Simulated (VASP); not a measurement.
Si16B (a cell with a defect), 17 atoms in the cell. The cell holds a defect, 17 atoms: a = 7.679 Å, b = 7.679 Å, c = 7.679 Å, α = 60.00°, β = 60.00°, γ = 60.00°. 

```yaml
Program: VASP 6.6.1
Task: single point
Functional: PBE
Dispersion: D3(BJ)
Potentials_or_basis: VASP PAW PBE potentials, release 64 (Si, B)
Cutoff: 520 eV
k_mesh: 2 × 2 × 2
Occupations: fermi-dirac, width 0.02 eV
Spin: collinear spin
Starting_moments: "[0.0, 0.0, 0.0, 0.0, 0.0, 0.0, 0.0, 0.0, 0.0, 0.0, 0.0, 0.0, 0.0, 0.0, 0.0, 0.0, 1.0] μB"
Dipole_correction: no
Further_INCAR_settings: LREAL = Auto; ALGO = Normal; EDIFF = 1e-06; NBANDS = 52
```

Potentials or basis: VASP PAW PBE potentials, release 64 (Si, B).

Command:

```console
$ cat potpaw_PBE.64/Si/POTCAR potpaw_PBE.64/B/POTCAR > POTCAR
$ mpirun -np 1 vasp_std > vasp.out
```

Hardware: 1 thread of Intel(R) Xeon(R) Platinum 8259CL CPU @ 2.50GHz (Skylake/Cascade Lake), with other jobs on the host.

Q: Estimate the wall time of this run.

A: It took 7.6 min on 1 thread of Intel(R) Xeon(R) Platinum 8259CL CPU @ 2.50GHz (Skylake/Cascade Lake), with other jobs on the host, peak memory 0.7 GiB. Counts: scf iterations 16, k points 8.
